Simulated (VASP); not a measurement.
Runs of VASP 6.6.1 on WS2. The structure is that of space group P6_3/mmc (No. 194), or close to it. The cells are those of the table. 

```tsv
task	cell	k mesh	cutoff (eV)	smearing	gap on the mesh (eV)	pressure (GPa)	largest force (eV/Å)
single point	a = 3.272, b = 3.272, c = 12.508 Å, angles 90.0, 90.0, 120.0°, 6 atoms	12 × 12 × 2	520	gaussian 0.02 eV	(b)	-6.7	0.02
single point	a = 3.083, b = 3.083, c = 12.808 Å, angles 90.0, 90.0, 120.0°, 6 atoms	12 × 12 × 2	520	gaussian 0.02 eV	1.20	4.3	0.02
single point	a = 3.020, b = 3.020, c = 12.913 Å, angles 90.0, 90.0, 120.0°, 6 atoms	12 × 12 × 2	520	gaussian 0.02 eV	1.25	9.3	0.02
relaxation of cell and atoms	relaxed to 8 GPa from a = 3.040, b = 3.040, c = 11.626 Å, angles 90.0, 90.0, 120.0°, 6 atoms	12 × 12 × 4	600	gaussian 0.02 eV	0.52	8.0	-
single point	a = 3.146, b = 3.146, c = 12.196 Å, angles 90.0, 90.0, 120.0°, 6 atoms	12 × 12 × 2	520	gaussian 0.02 eV	(d)	0.8	0.02
single point	a = 3.020, b = 3.020, c = 13.010 Å, angles 90.0, 90.0, 120.0°, 6 atoms	12 × 12 × 2	520	gaussian 0.02 eV	1.27	(c)	0.02
single point	a = 3.146, b = 3.146, c = 11.942 Å, angles 90.0, 90.0, 120.0°, 6 atoms	12 × 12 × 2	520	gaussian 0.02 eV	(a)	1.4	0.02
single point	a = 3.184, b = 3.184, c = 12.978 Å, angles 90.0, 90.0, 120.0°, 6 atoms	6 × 6 × 2	520	gaussian 0.1 eV	1.20	-2.8	0.09
```

Alike in all rows: level PBEsol; potentials or basis VASP PAW PBE potentials, release 64 (W_sv, S); no spin polarisation.

**Question.** Estimate the missing entries.

**Answer.** (a) 0.78; (b) 0.55; (c) 9.1; (d) 0.90.

Caveats: the PAW data sets were made with another functional, which shifts forces and pressure a little; spin-orbit coupling is left out, which moves the levels of the heavy elements; this functional lacks dispersion, which binds the layers, so the pressure and a relaxed spacing across them are unreliable (some runs); the cell is relaxed towards a set pressure, so the enthalpy falls and the energy may rise (some runs).

A k mesh can miss the band edges, and the runs leave out spin-orbit coupling on W.
